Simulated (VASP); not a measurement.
# AlN (P6_3mc) in VASP: a series of runs

The runs below take AlN through single point, with PBEsol.

All numbers are computed with VASP 6.6.1; they aren't measurements. Logs are shortened: lines on timing, memory, paths and dates and some standing lists are left out, and cuts for length are marked.

## (1) The cell of the first run

It takes space group P6_3mc (No. 186, hexagonal). Conventional cell: a = 3.284 Å, b = 3.284 Å, c = 4.467 Å, α = 90.00°, β = 90.00°, γ = 120.00°. Al (site symmetry 3m) has 4 N at 1.72 to 1.96 Å within 2.3 Å. N (site symmetry 3m) has 4 Al at 1.72 to 1.96 Å within 2.3 Å.

## (2) Single point, PBEsol

Input file INCAR:

```
ALGO     = Normal         # electronic algorithm
EDIFF    = 1E-7           # SCF threshold, eV
ENCUT    = 520            # plane-wave cutoff, eV
GGA      = PS             # functional
ISIF     = 2              # what is computed and relaxed
ISMEAR   = 0              # smearing method
LASPH    = T              # aspherical terms in the spheres
LCHARG   = F              # write CHGCAR
LREAL    = F              # projectors in reciprocal space
LWAVE    = F              # write WAVECAR
NBANDS   = 16             # bands
NELM     = 60             # most SCF steps
PREC     = Accurate       # precision mode
SIGMA    = 0.05           # smearing width, eV
```

Input file KPOINTS:

```
k-points
0
Gamma
  9 9 6
```

Input file POSCAR:

```
AlN
1.0
    3.2841829056      0.0000000000      0.0000000000
   -1.6420914528      2.8441858269      0.0000000000
    0.0000000000      0.0000000000      4.4668445894
Al N
2 2
Direct
    0.3333333333      0.6666666667      0.0000000000
    0.6666666667      0.3333333333      0.5000000000
    0.3333333333      0.6666666667      0.3850000000
    0.6666666667      0.3333333333      0.8850000000
```

Potentials or basis: VASP PAW PBE potentials, release 64 (Al, N).

On the command line:

```bash
$ cat potpaw_PBE.64/Al/POTCAR potpaw_PBE.64/N/POTCAR > POTCAR
$ mpirun -np 1 vasp_std > vasp.out
```

OUTCAR:

```text
EDIFF = 1E-7
   ENCUT = 520
   GGA = PS
   ISIF = 2
   ISMEAR = 0
   LASPH = T
   LREAL = F
   NELM = 60
   PREC = Accurate

 ion  position               nearest neighbor table
   1  0.333  0.667  0.000-   3 1.72   4 1.96   4 1.96   4 1.96   2 2.93   2 2.93   2 2.93   2 2.93
                             2 2.93   2 2.93
   2  0.667  0.333  0.500-   4 1.72   3 1.96   3 1.96   3 1.96   1 2.93   1 2.93   1 2.93   1 2.93
                             1 2.93   1 2.93
   3  0.333  0.667  0.385-   1 1.72   2 1.96   2 1.96   2 1.96
   4  0.667  0.333  0.885-   2 1.72   1 1.96   1 1.96   1 1.96

  LATTYP: Found a hexagonal cell.
 ALAT       =     3.2841829056
 C/A-ratio  =     1.3601083490

  Lattice vectors:

 A1 = (   3.2841829056,   0.0000000000,   0.0000000000)
 A2 = (  -1.6420914528,   2.8441858269,   0.0000000000)
 A3 = (   0.0000000000,   0.0000000000,   4.4668445894)

Analysis of symmetry for initial positions (statically):
=====================================================================
 Subroutine PRICEL returns:
 Original cell was already a primitive cell.

 Routine SETGRP: Setting up the symmetry group for a
 hexagonal supercell.

 Subroutine GETGRP returns: Found 12 space group operations
 (whereof  6 operations were pure point group operations)
 out of a pool of 24 trial point group operations.

The static configuration has the point symmetry C_3v.
 The point group associated with its full space group is C_6v.

Analysis of symmetry for dynamics (positions and initial velocities):
=====================================================================
 Subroutine PRICEL returns:
 Original cell was already a primitive cell.

 Routine SETGRP: Setting up the symmetry group for a
 hexagonal supercell.

 Subroutine GETGRP returns: Found 12 space group operations
 (whereof  6 operations were pure point group operations)
 out of a pool of 24 trial point group operations.

The dynamic configuration has the point symmetry C_3v.
 The point group associated with its full space group is C_6v.

 Subroutine INISYM returns: Found 12 space group operations
 (whereof  6 operations are pure point group operations),
 and found     1 'primitive' translations

----------------------------------------------------------------------------------------

                                     Primitive cell

  volume of cell :      41.7240

[... 87 lines left out ...]
   LNONCOLLINEAR =      F non collinear calculations
   LSORBIT =      F    spin-orbit coupling
   LASPH  =      T    aspherical Exc in radial PAW
   ENCUT  =  520.0 eV  38.22 Ry    6.18 a.u.   6.11  6.11  8.31*2*pi/ulx,y,z
   NELM   =     60;   NELMIN=  2; NELMDL= -5     # of ELM steps
   EDIFF  = 0.1E-06   stopping-criterion for ELM
   LREAL  =      F    real-space projection
   EDIFFG = 0.1E-05   stopping-criterion for IOM
   NSW    =      0    number of steps for IOM
   IBRION =     -1    ionic relax: 0-MD 1-quasi-New 2-CG
   NFREE  =      0    steps in history (QN), initial steepest desc. (CG)
   ISIF   =      2    stress and relaxation
   ISYM   =      2    0-nonsym 1-usesym 2-fastsym
   POTIM  = 0.5000    time-step for ionic-motion
   TEBEG  =    0.0;   TEEND  =   0.0 temperature during run
   PSTRESS=    0.0 pullay stress
   NELECT =      16.0000    total number of electrons
   NUPDOWN=      -1.0000    fix difference up-down
   EMIN   =  10.00;   EMAX   =-10.00  energy-range for DOS
   EFERMI =   0.00;   METHOD = LEGACY
   ISMEAR =     0;   SIGMA  =   0.05  broadening in eV -4-tet -1-fermi 0-gaus
   EFERMI_NEDOS =   21; number of points for ismear=-14 and -15
   IALGO  =     38    algorithm
   IMIX   =      4    mixing-type and parameters
     AMIX     =   0.40;   BMIX     =  1.00
     AMIX_MAG =   1.60;   BMIX_MAG =  1.00
  volume/ion in A,a.u.               =      10.43        70.39
  Fermi-wavevector in a.u.,A,eV,Ry     =   1.189377  2.247596 19.247033  1.414617
  Thomas-Fermi vector in A             =   2.325485
   LORBIT       =      0    0 simple, 1 ext, 2 COOP (PROOUT), +10 PAW based schemes
   GGA     = PS    functional components
   LHFCALC =     F    Hartree Fock is set to
   AEXX    =    0.0000 exact exchange contribution
   IVDW    =     0    specifies the selected vdW correction
   LEPSILON=     F    determine dielectric tensor
   LRPA    =     F    only Hartree local field effects (RPA)
 non-spin polarized calculation
 Gauss-broadening in eV      SIGMA  =   0.05
  energy-cutoff  :      520.00
  volume of cell :       41.72
 maximum number of plane-waves:      1135
   NGX = 13   NGY = 13   NGZ = 17

 number of electron      15.9999999 magnetization

 Free energy of the ion-electron system (eV)
  ---------------------------------------------------
  ext. energy  EPLUGINS =         0.00000000
  ---------------------------------------------------
  free energy    TOTEN  =       -30.42437088 eV

  energy without entropy =      -30.42437088  energy(sigma->0) =      -30.42437088

 E-fermi :   6.6067     XC(G=0): -11.0913

 val. band max:        6.3861078321   @ k =   0.0000   0.0000   0.0000
 cond. band min:      10.0792908435   @ k =   0.0000   0.0000   0.0000
 fundamental gap:      3.6931830114
 Fermi energy:         6.6067292331

 k-point     1 :       0.0000    0.0000    0.0000
  band No.  band energies     occupation
      1      -9.1533      2.00000
      2      -6.2589      2.00000
      3       0.5593      2.00000
      4       4.5334      2.00000
      5       4.5334      2.00000
      6       5.7462      2.00000
[... 433 lines left out ...]
      3       1.1183      2.00000
      4       1.7875      2.00000
      5       1.7875      2.00000
      6       4.0020      2.00000
[... 8 lines left out ...]
     15      18.7833      0.00000
     16      20.1020      0.00000

 [... further k-points ...]
[... 5 lines left out ...]
  --------------------------------------------------------------------------------------
  -------------------------------------------------------------------------------------
  Total       -4.4060221     -4.4060221     12.9789187      0.0000000      0.0000000      0.0000000
  in kB     -169.1886052   -169.1886052    498.3826879      0.0000000      0.0000000      0.0000000
  external PRESSURE =      53.3351592 kB  Pullay stress =       0.0000000 kB

 VOLUME and BASIS-vectors are now :
 -----------------------------------------------------------------------------
  energy-cutoff  :      520.00
  volume of cell :       41.72
      direct lattice vectors                 reciprocal lattice vectors
     3.284182906  0.000000000  0.000000000     0.304489740  0.175797234  0.000000000
    -1.642091453  2.844185827  0.000000000     0.000000000  0.351594467  0.000000000
     0.000000000  0.000000000  4.466844589     0.000000000  0.000000000  0.223871679

 POSITION                                       TOTAL-FORCE (eV/Angst)
 -----------------------------------------------------------------------------------
     -0.00000      1.89612      0.00000        -0.000000     -0.000000     -3.248986
      1.64209      0.94806      2.23342         0.000000      0.000000     -3.248986
     -0.00000      1.89612      1.71974        -0.000000     -0.000000      3.248986
      1.64209      0.94806      3.95316         0.000000      0.000000      3.248986
 -----------------------------------------------------------------------------------
    total drift:                               -0.000000      0.000000      0.000324

  FREE ENERGIE OF THE ION-ELECTRON SYSTEM (eV)
  ---------------------------------------------------
  free  energy   TOTEN  =       -30.4243708753 eV

  energy  without entropy=      -30.4243708753  energy(sigma->0) =      -30.42437088
```

OSZICAR:

```text
N       E                     dE             d eps       ncg     rms          rms(c)
DAV:   1     0.408201336408E+02    0.40820E+02   -0.73225E+03  1536   0.899E+02
DAV:   2    -0.318665361316E+02   -0.72687E+02   -0.67518E+02  2176   0.188E+02
DAV:   3    -0.352252303354E+02   -0.33587E+01   -0.33511E+01  1808   0.425E+01
DAV:   4    -0.352452700738E+02   -0.20040E-01   -0.20038E-01  1936   0.366E+00
DAV:   5    -0.352455410158E+02   -0.27094E-03   -0.27094E-03  1784   0.427E-01    0.121E+01
DAV:   6    -0.305150775675E+02    0.47305E+01   -0.97748E+00  1880   0.229E+01    0.431E+00
DAV:   7    -0.304715507908E+02    0.43527E-01   -0.65451E-01  1672   0.577E+00    0.294E+00
DAV:   8    -0.304290570826E+02    0.42494E-01   -0.95257E-02  1840   0.253E+00    0.575E-01
DAV:   9    -0.304241273059E+02    0.49298E-02   -0.14982E-02  1992   0.921E-01    0.263E-01
DAV:  10    -0.304244443084E+02   -0.31700E-03   -0.17203E-03  1608   0.296E-01    0.114E-01
DAV:  11    -0.304243679213E+02    0.76387E-04   -0.27030E-04  1696   0.131E-01    0.225E-02
DAV:  12    -0.304243709569E+02   -0.30356E-05   -0.14243E-05  1856   0.294E-02    0.635E-03
DAV:  13    -0.304243707885E+02    0.16843E-06   -0.12397E-06  1920   0.905E-03    0.150E-03
DAV:  14    -0.304243708753E+02   -0.86844E-07   -0.11025E-07  1248   0.255E-03
   1 F= -.30424371E+02 E0= -.30424371E+02  d E =-.203365E-12
```

stdout:

```text
POSCAR found type information on POSCAR AlN
 POSCAR found :  2 types and       4 ions
 scaLAPACK will be used
 -----------------------------------------------------------------------------
|                                                                             |
|                                                                             |
|     You enforced a specific xc type in the INCAR file but a different       |
|     I HOPE YOU KNOW WHAT YOU ARE DOING!                                     |
|                                                                             |
 -----------------------------------------------------------------------------

 LDA part: xc-table for (Slater+PW92), standard interpolation
 POSCAR, INCAR and KPOINTS ok, starting setup
 FFT: planning ... GRIDC
 FFT: planning ... GRID_SOFT
 FFT: planning ... GRID
 WAVECAR not read
 entering main loop
```

Run time: 27 s. Hardware: 1 thread of Intel Xeon Platinum 8375C at 2.90GHz (Ice Lake), shared host; peak memory 0.16 GiB.

What came out:

* Free energy: -30.4244 eV
* Pressure: 5.3 GPa
* Largest force: 3.249 eV/Å
* Band gap on the k mesh: 3.69 eV, direct

Forces in eV/Å, atoms in the order of the input:
```
Al   0.000  0.000 -3.249
Al   0.000  0.000 -3.249
N    0.000  0.000  3.249
N    0.000  0.000  3.249
```

Stress tensor (GPa, compression positive):
```
-16.92   0.00   0.00
  0.00 -16.92   0.00
  0.00   0.00  49.84
```

Caveat: the PAW data sets were made with another functional, which shifts forces and pressure a little. A k mesh can miss the band edges.

(Part 1 of 3 ends here.)
